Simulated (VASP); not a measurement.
# MgS (I-4m2) in VASP: notebook, part 3 of 3

VASP 6.6.1.

### Step 4. Single point, HSE06 (uniaxial x strain -5.0%)

Input file POSCAR:

```
MgS
1.0
    0.0000000000      2.8308768404      2.8308768404
    2.6893329983      0.0000000000      2.8308768404
    2.6893329983      2.8308768404      0.0000000000
Mg S
1 1
Direct
    0.0000000000      0.0000000000      0.0000000000
    0.2500000000      0.2500000000      0.2500000000
```

Input file INCAR.step1:

```
PREC = Accurate
ENCUT = 520
EDIFF = 1E-5
ISMEAR = 0
SIGMA = 0.01
LREAL = F
LASPH = T
NELM = 120
ALGO = Normal
ISIF = 2
LWAVE = T
LCHARG = F
GGA = PE
NBANDS = 11
GGA_COMPAT = F
```

Input file INCAR.step2:

```
PREC = Accurate
ENCUT = 520
EDIFF = 1E-6
ISMEAR = 0
SIGMA = 0.01
LREAL = F
LASPH = T
NELM = 120
ALGO = Normal
ISIF = 2
LWAVE = F
LCHARG = F
GGA = PE
LHFCALC = T
HFSCREEN = 0.2079
PRECFOCK = Normal
ISTART = 1
NBANDS = 11
GGA_COMPAT = F
```

Input file KPOINTS:

```
regular mesh
0
Gamma
  6 6 6
```

Potentials or basis: VASP PAW PBE potentials, release 64 (Mg, S).

Launch:

```
> cat potpaw_PBE.64/Mg/POTCAR potpaw_PBE.64/S/POTCAR > POTCAR
> cp INCAR.step1 INCAR
> mpirun -np 1 vasp_std > vasp.out
> cp INCAR.step2 INCAR
> mpirun -np 1 vasp_std > vasp.out
```

OUTCAR:

```text
PREC = Accurate
   ENCUT = 520
   EDIFF = 1E-6
   ISMEAR = 0
   LREAL = F
   LASPH = T
   NELM = 120
   ISIF = 2
   GGA = PE
   LHFCALC = T
   HFSCREEN = 0.2079
   PRECFOCK = Normal
   ISTART = 1

 ion  position               nearest neighbor table
   1  0.000  0.000  0.000-   2 2.41   2 2.41   2 2.41   2 2.41
   2  0.250  0.250  0.250-   1 2.41   1 2.41   1 2.41   1 2.41

  LATTYP: Found a body centered tetragonal cell.
 ALAT       =     4.0034644211
 C/A-ratio  =     1.3435028842

  Lattice vectors:

 A1 = (  -2.6893329983,   0.0000000000,  -2.8308768404)
 A2 = (  -2.6893329983,   0.0000000000,   2.8308768404)
 A3 = (   2.6893329983,   2.8308768404,   0.0000000000)

Analysis of symmetry for initial positions (statically):
=====================================================================
 Subroutine PRICEL returns:
 Original cell was already a primitive cell.

 Routine SETGRP: Setting up the symmetry group for a
 body centered tetragonal supercell.

 Subroutine GETGRP returns: Found  8 space group operations
[... 174 lines left out ...]
 E-fermi :   0.8058     XC(G=0):  -7.1787

 val. band max:        0.7438026388   @ k =   0.0000   0.0000   0.0000
 cond. band min:       5.3987604353   @ k =   0.0000   0.5000   0.5000
 fundamental gap:      4.6549577965
 Fermi energy:         0.8058376389

 k-point     1 :       0.0000    0.0000    0.0000
  band No.  band energies     occupation
      1     -11.9548      2.00000
      2       0.6176      2.00000
      3       0.6176      2.00000
      4       0.7438      2.00000
      5       5.4381      0.00000
      6       9.9775      0.00000
      7       9.9775      0.00000
      8      10.0429      0.00000
      9      12.5231      0.00000
     10      13.3773      0.00000
     11      15.7957      0.00000
[... 309 lines left out ...]
 k-point    24 :       0.3333   -0.3333    0.1667
  band No.  band energies     occupation
      1     -10.9279      2.00000
      2      -2.2544      2.00000
      3      -1.2808      2.00000
      4      -0.3376      2.00000
      5       7.7220      0.00000
      6       9.3290      0.00000
      7      10.7177      0.00000
      8      11.5535      0.00000
      9      13.6882      0.00000
     10      15.3681      0.00000
     11      16.3905      0.00000

 [... further k-points ...]
[... 5 lines left out ...]
  --------------------------------------------------------------------------------------
  -------------------------------------------------------------------------------------
  Total        0.9946309      0.7800118      0.7800118      0.0000000      0.0000000     -0.0000000
  in kB       36.9705575     28.9931391     28.9931391      0.0000000      0.0000000     -0.0000000
  external PRESSURE =      31.6522786 kB  Pullay stress =       0.0000000 kB

 VOLUME and BASIS-vectors are now :
 -----------------------------------------------------------------------------
  energy-cutoff  :      520.00
  volume of cell :       43.10
      direct lattice vectors                 reciprocal lattice vectors
     0.000000000  2.830876840  2.830876840    -0.185919706  0.176623721  0.176623721
     2.689332998  0.000000000  2.830876840     0.185919706 -0.176623721  0.176623721
     2.689332998  2.830876840  0.000000000     0.185919706  0.176623721 -0.176623721

 POSITION                                       TOTAL-FORCE (eV/Angst)
 -----------------------------------------------------------------------------------
      0.00000      0.00000      0.00000         0.000000     -0.000000     -0.000000
      1.34467      1.41544      1.41544        -0.000000      0.000000      0.000000
 -----------------------------------------------------------------------------------
    total drift:                               -0.000000     -0.000000      0.000000

  FREE ENERGIE OF THE ION-ELECTRON SYSTEM (eV)
  ---------------------------------------------------
  free  energy   TOTEN  =        -9.8202756135 eV

  energy  without entropy=       -9.8202756135  energy(sigma->0) =       -9.82027561
```

OUTCAR.step1:

```text
PREC = Accurate
   ENCUT = 520
   EDIFF = 1E-5
   ISMEAR = 0
   LREAL = F
   LASPH = T
[... 558 lines left out ...]
 -----------------------------------------------------------------------------------
      0.00000      0.00000      0.00000        -0.000000     -0.000000     -0.000000
      1.34467      1.41544      1.41544         0.000000      0.000000      0.000000
 -----------------------------------------------------------------------------------
    total drift:                                0.000000      0.000000      0.000000

  FREE ENERGIE OF THE ION-ELECTRON SYSTEM (eV)
  ---------------------------------------------------
  free  energy   TOTEN  =        -8.4301801596 eV

  energy  without entropy=       -8.4301801596  energy(sigma->0) =       -8.43018016
```

OSZICAR.step1:

```text
N       E                     dE             d eps       ncg     rms          rms(c)
DAV:   1     0.252274879604E+02    0.25227E+02   -0.34118E+03   676   0.578E+02
DAV:   2    -0.706966934289E+01   -0.32297E+02   -0.31025E+02   868   0.102E+02
DAV:   3    -0.892661172808E+01   -0.18569E+01   -0.18535E+01   803   0.260E+01
DAV:   4    -0.894164910679E+01   -0.15037E-01   -0.15036E-01   834   0.286E+00
DAV:   5    -0.894182060384E+01   -0.17150E-03   -0.17150E-03   816   0.295E-01    0.418E+00
DAV:   6    -0.846055395633E+01    0.48127E+00   -0.11570E+00   720   0.408E+00    0.325E+00
DAV:   7    -0.842350756911E+01    0.37046E-01   -0.27688E-01   777   0.218E+00    0.253E+00
DAV:   8    -0.843078589498E+01   -0.72783E-02   -0.22179E-02   711   0.903E-01    0.142E+00
DAV:   9    -0.842999307500E+01    0.79282E-03   -0.23327E-03   762   0.244E-01    0.420E-01
DAV:  10    -0.843017459671E+01   -0.18152E-03   -0.54280E-04   753   0.112E-01    0.798E-02
DAV:  11    -0.843018015959E+01   -0.55629E-05   -0.49691E-05   798   0.294E-02
   1 F= -.84301802E+01 E0= -.84301802E+01  d E =-.633532E-20
```

Wall time 12 min (1 thread of Intel Xeon 6975P-C (Granite Rapids), shared host); peak memory 0.3 GiB.

What came out:

| Item | Value |
| --- | --- |
| Free energy | -9.8203 eV |
| Pressure | 3.2 GPa |
| Band gap on the k mesh | 4.66 eV (least direct gap 4.69 eV) |

Stress tensor (GPa, compression positive):
```
3.70 0.00 0.00
0.00 2.90 0.00
0.00 0.00 2.90
```

Levels at points of the mesh, in eV from the valence-band top:
| k point | band 1 | band 2 | band 3 | band 4 | band 5 | band 6 | band 7 | band 8 |
| --- | --- | --- | --- | --- | --- | --- | --- | --- |
| (0.00, 0.00, 0.00) | -12.70 | -0.13 | -0.13 | 0.00 | 4.69 | 9.23 | 9.23 | 9.30 |
| (0.50, 0.00, 0.00) | -11.86 | -3.67 | -0.60 | -0.33 | 6.29 | 8.56 | 9.15 | 10.04 |
| (0.50, 0.50, 0.00) | -11.62 | -3.39 | -1.21 | -1.17 | 4.78 | 6.87 | 12.84 | 13.62 |
| (0.00, 0.50, 0.50) | -11.52 | -3.13 | -1.46 | -1.46 | 4.65 | 6.48 | 13.50 | 13.94 |

Caveat: the cell differs from its parent crystal (uniaxial x strain -5.0%); the cell stands under pressure; the PAW data sets were made with another functional, which shifts forces and pressure a little.

### Step 5. Summary

| level | k mesh | cutoff (eV) | grid for exact exchange (PRECFOCK) | share of exact exchange | screening parameter | gap on the mesh (eV) | pressure (GPa) |
| --- | --- | --- | --- | --- | --- | --- | --- |
| PBE | 4 × 4 × 4 | 600 | - | - | - | 3.62 | 4.4 |
| r2SCAN | 8 × 8 × 8 | 660 | - | - | - | 4.11 | 3.1 |
| HSE06 | 6 × 6 × 6 | 520 | Normal | 0.25 | 0.2079 1/Å | 4.66 | 3.2 |

Alike in all rows: task single point; potentials or basis VASP PAW PBE potentials, release 64 (Mg, S); no spin polarisation; cell as given; smearing gaussian 0.01 eV.

Caveats: some runs use coarse meshes; the cell stands under pressure (at least some runs); the PAW data sets were made with another functional, which shifts forces and pressure a little (at least some runs).

Total energies depend on the potentials used, so only differences within one code and one set of settings carry meaning.
